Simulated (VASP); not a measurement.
# F (Pm-3m) in VASP: single point with PBEsol

Aim: the single point of F with PBEsol.

All numbers are computed with VASP 6.6.1; they aren't measurements. Logs are shortened: lines on timing, memory, paths and dates and some standing lists are left out, and cuts for length are marked.

**1. The cell of the first run**

The structure is cubic, space group Pm-3m (No. 221). The conventional cell has a = 4.252 Å, b = 4.252 Å, c = 4.252 Å, α = 90.00°, β = 90.00°, γ = 90.00°. Within 4.0 Å of F (site symmetry 4/mmm) lie 8 F at 3.01 Å.

**2. Single point, PBEsol**

Contents of INCAR:

```
SYSTEM = F
PREC = Accurate ; ENCUT = 600
EDIFF = 1E-6 ; ISMEAR = 1
SIGMA = 0.1 ; LREAL = .FALSE.
LASPH = .TRUE. ; NELM = 120
ALGO = Normal ; ISIF = 2
LWAVE = .FALSE. ; LCHARG = .TRUE.
GGA = PS ; LELF = .TRUE.
LVHAR = .TRUE. ; NBANDS = 18
GGA_COMPAT = .FALSE.
```

Contents of KPOINTS:

```
regular mesh
0
G
  4 4 4
  0 0 0
```

Contents of POSCAR:

```
F
1.0
    4.2523070000      0.0000000000      0.0000000000
    0.0000000000      4.2523070000      0.0000000000
    0.0000000000      0.0000000000      4.2523070000
F
3
Direct
    0.0000000000      0.5000000000      0.5000000000
    0.5000000000      0.0000000000      0.5000000000
    0.5000000000      0.5000000000      0.0000000000
```

Potentials or basis: VASP PAW PBE potentials, release 64 (F).

The run is started by

```console
$ cat potpaw_PBE.64/F/POTCAR > POTCAR
$ mpirun -np 1 vasp_std > vasp.out
```

OUTCAR:

```text
SYSTEM = F
   PREC = Accurate
   ENCUT = 600
   EDIFF = 1E-6
   ISMEAR = 1
   LREAL = .FALSE.
   LASPH = .TRUE.
   NELM = 120
   ISIF = 2
   GGA = PS

 ion  position               nearest neighbor table
   1  0.000  0.500  0.500-
   2  0.500  0.000  0.500-
   3  0.500  0.500  0.000-

  LATTYP: Found a simple cubic cell.
 ALAT       =     4.2523070000

  Lattice vectors:

 A1 = (   4.2523070000,   0.0000000000,   0.0000000000)
 A2 = (   0.0000000000,   4.2523070000,   0.0000000000)
 A3 = (   0.0000000000,   0.0000000000,   4.2523070000)

Analysis of symmetry for initial positions (statically):
=====================================================================
 Subroutine PRICEL returns:
 Original cell was already a primitive cell.

 Routine SETGRP: Setting up the symmetry group for a
 simple cubic supercell.

 Subroutine GETGRP returns: Found 48 space group operations
 (whereof 48 operations were pure point group operations)
 out of a pool of 48 trial point group operations.

The static configuration has the point symmetry O_h .

Analysis of symmetry for dynamics (positions and initial velocities):
=====================================================================
 Subroutine PRICEL returns:
 Original cell was already a primitive cell.

 Routine SETGRP: Setting up the symmetry group for a
 simple cubic supercell.

 Subroutine GETGRP returns: Found 48 space group operations
 (whereof 48 operations were pure point group operations)
 out of a pool of 48 trial point group operations.

The dynamic configuration has the point symmetry O_h .

 Subroutine INISYM returns: Found 48 space group operations
 (whereof 48 operations are pure point group operations),
 and found     1 'primitive' translations

----------------------------------------------------------------------------------------

                                     Primitive cell

  volume of cell :      76.8907

  direct lattice vectors                    reciprocal lattice vectors
     4.252307000  0.000000000  0.000000000     0.235166464  0.000000000  0.000000000
     0.000000000  4.252307000  0.000000000     0.000000000  0.235166464  0.000000000
     0.000000000  0.000000000  4.252307000     0.000000000  0.000000000  0.235166464

  length of vectors
     4.252307000  4.252307000  4.252307000     0.235166464  0.235166464  0.235166464

  position of ions in fractional coordinates (direct lattice)
     0.000000000  0.500000000  0.500000000
     0.500000000  0.000000000  0.500000000
     0.500000000  0.500000000  0.000000000

  ion indices of the primitive-cell ions
   primitive index   ion index
                 1           1
                 2           2
                 3           3

----------------------------------------------------------------------------------------

 KPOINTS: regular mesh

Automatic generation of k-mesh.
 Grid dimensions read from file:
 generate k-points for:    4    4    4

 Generating k-lattice:

  Cartesian coordinates                     Fractional coordinates (reciprocal lattice)
     0.058791616  0.000000000  0.000000000     0.250000000  0.000000000  0.000000000
     0.000000000  0.058791616  0.000000000     0.000000000  0.250000000  0.000000000
     0.000000000  0.000000000  0.058791616     0.000000000  0.000000000  0.250000000

  Length of vectors
     0.058791616  0.058791616  0.058791616

  Shift w.r.t. Gamma in fractional coordinates (k-lattice)
     0.000000000  0.000000000  0.000000000

 Subroutine IBZKPT returns following result:
 ===========================================

 Found     10 irreducible k-points:

 Following reciprocal coordinates:
            Coordinates               Weight
  0.000000  0.000000  0.000000      1.000000
  0.250000  0.000000  0.000000      6.000000
  0.500000  0.000000  0.000000      3.000000
  0.250000  0.250000  0.000000     12.000000
  0.500000  0.250000  0.000000     12.000000
  0.500000  0.500000  0.000000      3.000000
  0.250000  0.250000  0.250000      8.000000
  0.500000  0.250000  0.250000     12.000000
  0.500000  0.500000  0.250000      6.000000
  0.500000  0.500000  0.500000      1.000000
   k-points           NKPTS =     10   k-points in BZ     NKDIM =     10   number of bands    NBANDS=     18
   number of dos      NEDOS =    301   number of ions     NIONS =      3
   total plane-waves  NPLWV =  46656
   dimension x,y,z NGX =    36 NGY =   36 NGZ =   36
   dimension x,y,z NGXF=    72 NGYF=   72 NGZF=   72
   ions per type =               3
   NGX,Y,Z   is equivalent  to a cutoff of  14.07, 14.07, 14.07 a.u.
   NGXF,Y,Z  is equivalent  to a cutoff of  28.15, 28.15, 28.15 a.u.
 SYSTEM =  F
   PREC   = accura    normal or accurate (medium, high low for compatibility)
   ISTART =      0    job   : 0-new  1-cont  2-samecut
   ICHARG =      2    charge: 1-file 2-atom 10-const
   ISPIN  =      1    spin polarized calculation?
   LNONCOLLINEAR =      F non collinear calculations
   LSORBIT =      F    spin-orbit coupling
   LASPH  =      T    aspherical Exc in radial PAW
   ENCUT  =  600.0 eV  44.10 Ry    6.64 a.u.   8.49  8.49  8.49*2*pi/ulx,y,z
   NELM   =    120;   NELMIN=  2; NELMDL= -5     # of ELM steps
   EDIFF  = 0.1E-05   stopping-criterion for ELM
   LREAL  =      F    real-space projection
   EDIFFG = 0.1E-04   stopping-criterion for IOM
   NSW    =      0    number of steps for IOM
   IBRION =     -1    ionic relax: 0-MD 1-quasi-New 2-CG
   NFREE  =      0    steps in history (QN), initial steepest desc. (CG)
   ISIF   =      2    stress and relaxation
   ISYM   =      2    0-nonsym 1-usesym 2-fastsym
   POTIM  = 0.5000    time-step for ionic-motion
   TEBEG  =    0.0;   TEEND  =   0.0 temperature during run
   PSTRESS=    0.0 pullay stress
   NELECT =      21.0000    total number of electrons
   NUPDOWN=      -1.0000    fix difference up-down
   EMIN   =  10.00;   EMAX   =-10.00  energy-range for DOS
   EFERMI =   0.00;   METHOD = LEGACY
   ISMEAR =     1;   SIGMA  =   0.10  broadening in eV -4-tet -1-fermi 0-gaus
   EFERMI_NEDOS =   21; number of points for ismear=-14 and -15
   IALGO  =     38    algorithm
   IMIX   =      4    mixing-type and parameters
     AMIX     =   0.40;   BMIX     =  1.00
     AMIX_MAG =   1.60;   BMIX_MAG =  1.00
  volume/ion in A,a.u.               =      25.63       172.96
  Fermi-wavevector in a.u.,A,eV,Ry     =   1.062160  2.007192 15.349876  1.128184
  Thomas-Fermi vector in A             =   2.197601
   LORBIT       =      0    0 simple, 1 ext, 2 COOP (PROOUT), +10 PAW based schemes
   GGA     = PS    functional components
   LHFCALC =     F    Hartree Fock is set to
   AEXX    =    0.0000 exact exchange contribution
   IVDW    =     0    specifies the selected vdW correction
   LEPSILON=     F    determine dielectric tensor
   LRPA    =     F    only Hartree local field effects (RPA)
 non-spin polarized calculation
 Methfessel and Paxton  Order N= 1 SIGMA  =   0.10
  energy-cutoff  :      600.00
  volume of cell :       76.89
 maximum number of plane-waves:      2612
 NGX is ok and might be reduce to    36
   NGX = 17   NGY = 17   NGZ = 17

 number of electron      21.0000037 magnetization

 Free energy of the ion-electron system (eV)
  ---------------------------------------------------
  ext. energy  EPLUGINS =         0.00000000
  ---------------------------------------------------
  free energy    TOTEN  =        -1.23730064 eV

  energy without entropy =       -1.19891285  energy(sigma->0) =       -1.22450471

 E-fermi :  -8.3825     XC(G=0):  -6.0138

 val. band max:       -8.3852582609   @ k =   0.5000   0.2500   0.0000
 cond. band min:      -8.3689674338   @ k =   0.5000   0.2500   0.2500
 fundamental gap:      0.0162908271
 Fermi energy:        -8.3825075629

 k-point     1 :       0.0000    0.0000    0.0000
  band No.  band energies     occupation
      1     -27.6073      2.00000
      2     -27.3183      2.00000
      3     -27.3183      2.00000
      4      -9.2313      2.00000
      5      -9.2313      2.00000
      6      -9.2313      2.00000
[... 10 lines left out ...]
     17       9.8071      0.00000
     18       9.8071      0.00000

 k-point     2 :       0.2500    0.0000    0.0000
  band No.  band energies     occupation
      1     -27.5701      2.00000
      2     -27.3548      2.00000
      3     -27.3173      2.00000
      4      -9.1530      2.00000
      5      -9.1530      2.00000
      6      -9.1405      2.00000
[... 10 lines left out ...]
     17       9.9897      0.00000
     18       9.9897      0.00000

 k-point     3 :       0.5000    0.0000    0.0000
  band No.  band energies     occupation
      1     -27.5101      2.00000
      2     -27.4142      2.00000
      3     -27.3164      2.00000
      4      -9.0444      2.00000
      5      -9.0444      2.00000
      6      -8.8945      2.00000
[... 10 lines left out ...]
     17      10.3144      0.00000
     18      10.3144      0.00000

 k-point     4 :       0.2500    0.2500    0.0000
  band No.  band energies     occupation
      1     -27.5371      2.00000
      2     -27.3653      2.00000
      3     -27.3379      2.00000
      4      -9.2433      2.00000
      5      -9.0725      2.00000
      6      -8.9455      2.00000
[... 10 lines left out ...]
     17      10.2073      0.00000
     18      11.1856      0.00000

 k-point     5 :       0.5000    0.2500    0.0000
  band No.  band energies     occupation
      1     -27.4810      2.00000
      2     -27.4128      2.00000
      3     -27.3439      2.00000
      4      -9.1803      2.00000
      5      -9.0704      2.00000
      6      -8.9534      2.00000
[... 10 lines left out ...]
     17      10.6022      0.00000
     18      11.6856      0.00000

 k-point     6 :       0.5000    0.5000    0.0000
  band No.  band energies     occupation
      1     -27.4119      2.00000
      2     -27.4114      2.00000
      3     -27.4114      2.00000
      4      -9.2665      2.00000
      5      -9.1931      2.00000
      6      -8.7674      2.00000
[... 10 lines left out ...]
     17      11.0955      0.00000
     18      12.1526      0.00000

 k-point     7 :       0.2500    0.2500    0.2500
  band No.  band energies     occupation
      1     -27.5090      2.00000
      2     -27.3640      2.00000
      3     -27.3640      2.00000
      4      -9.3626      2.00000
      5      -8.9711      2.00000
      6      -8.9711      2.00000
[... 10 lines left out ...]
     17       9.7164      0.00000
     18      11.1025      0.00000

 k-point     8 :       0.5000    0.2500    0.2500
  band No.  band energies     occupation
      1     -27.4598      2.00000
      2     -27.4114      2.00000
      3     -27.3629      2.00000
      4      -9.3941      2.00000
      5      -9.0870      2.00000
      6      -9.0070      2.00000
[... 10 lines left out ...]
     17       8.2953      0.00000
     18       9.7188      0.00000

 k-point     9 :       0.5000    0.5000    0.2500
  band No.  band energies     occupation
      1     -27.4103      2.00000
      2     -27.4101      2.00000
      3     -27.4101      2.00000
      4      -9.5110      2.00000
      5      -9.1838      2.00000
      6      -9.0377      2.00000
[... 10 lines left out ...]
     17       8.9437      0.00000
     18      10.2748      0.00000

 k-point    10 :       0.5000    0.5000    0.5000
  band No.  band energies     occupation
      1     -27.4087      2.00000
      2     -27.4087      2.00000
      3     -27.4087      2.00000
      4      -9.6687      2.00000
      5      -9.1745      2.00000
      6      -9.1745      2.00000
[... 10 lines left out ...]
     17       8.1041      0.00000
     18       8.5201      0.00000

------------------------ aborting loop because EDIFF is reached ----------------------------------------

  FORCE on cell =-STRESS in cart. coord.  units (eV):
  Direction    XX          YY          ZZ          XY          YZ          ZX
  --------------------------------------------------------------------------------------
  -------------------------------------------------------------------------------------
  Total       -2.0167451     -2.0167451     -2.0167451     -0.0000000      0.0000000      0.0000000
  in kB      -42.0230681    -42.0230681    -42.0230681     -0.0000000      0.0000000      0.0000000
  external PRESSURE =     -42.0230681 kB  Pullay stress =       0.0000000 kB

 VOLUME and BASIS-vectors are now :
 -----------------------------------------------------------------------------
  energy-cutoff  :      600.00
  volume of cell :       76.89
      direct lattice vectors                 reciprocal lattice vectors
     4.252307000  0.000000000  0.000000000     0.235166464  0.000000000  0.000000000
     0.000000000  4.252307000  0.000000000     0.000000000  0.235166464  0.000000000
     0.000000000  0.000000000  4.252307000     0.000000000  0.000000000  0.235166464

 POSITION                                       TOTAL-FORCE (eV/Angst)
 -----------------------------------------------------------------------------------
      0.00000      2.12615      2.12615         0.000000      0.000000      0.000000
      2.12615      0.00000      2.12615         0.000000      0.000000      0.000000
      2.12615      2.12615      0.00000         0.000000      0.000000      0.000000
 -----------------------------------------------------------------------------------
    total drift:                                0.000000      0.000000      0.000000

  FREE ENERGIE OF THE ION-ELECTRON SYSTEM (eV)
  ---------------------------------------------------
  free  energy   TOTEN  =        -1.2373006368 eV

  energy  without entropy=       -1.1989128531  energy(sigma->0) =       -1.22450471
```

Run time: 24 s. Hardware: 1 thread of Intel Xeon 8259CL, shared host; peak memory 0.19 GiB.

Results:

- Free energy: -1.2373 eV
- Pressure: -4.2 GPa

Caveat: the k points lie up to 0.37 Å⁻¹ apart; the PAW data sets were made with another functional, which shifts forces and pressure a little; an odd number of electrons without spin polarisation forces a metal; a magnetic or distorted state may lie lower.
